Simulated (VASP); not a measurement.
Runs of VASP 6.6.1 on CdTe. The structure is that of space group Fm-3m (No. 225), or close to it. The cells are those of the table. 

```tsv
task	level	cell	cutoff (eV)	gap on the mesh (eV)	pressure (GPa)	relaxed volume (Å³/atom)
single point	PBE	a = 4.335 Å, angles 60.0°, 2 atoms	520	none	0.1	-
relaxation of cell and atoms	r2SCAN	relaxed from a = 4.335 Å, angles 60.0°, 2 atoms	600	none	0.0	28.28
single point	r2SCAN	a = 4.305 Å, angles 60.0°, 2 atoms	520	none	0.2	-
relaxation of cell and atoms	PBE	relaxed from a = 4.211 Å, angles 60.0°, 2 atoms	600	none	0.0	(a)
```

Alike in all rows: potentials or basis VASP PAW PBE potentials, release 64 (Cd, Te); no spin polarisation; k mesh 6 × 6 × 6; smearing fermi-dirac 0.02 eV.

Estimate the missing entries.

(a) 28.85.

Caveats: spin-orbit coupling is left out, which moves the levels of the heavy elements; the PAW data sets were made with another functional, which shifts forces and pressure a little (some runs).

A k mesh can miss the band edges, and the runs leave out spin-orbit coupling on Cd, Te.

A gap of «none» marks levels without a gap at the run's occupations.
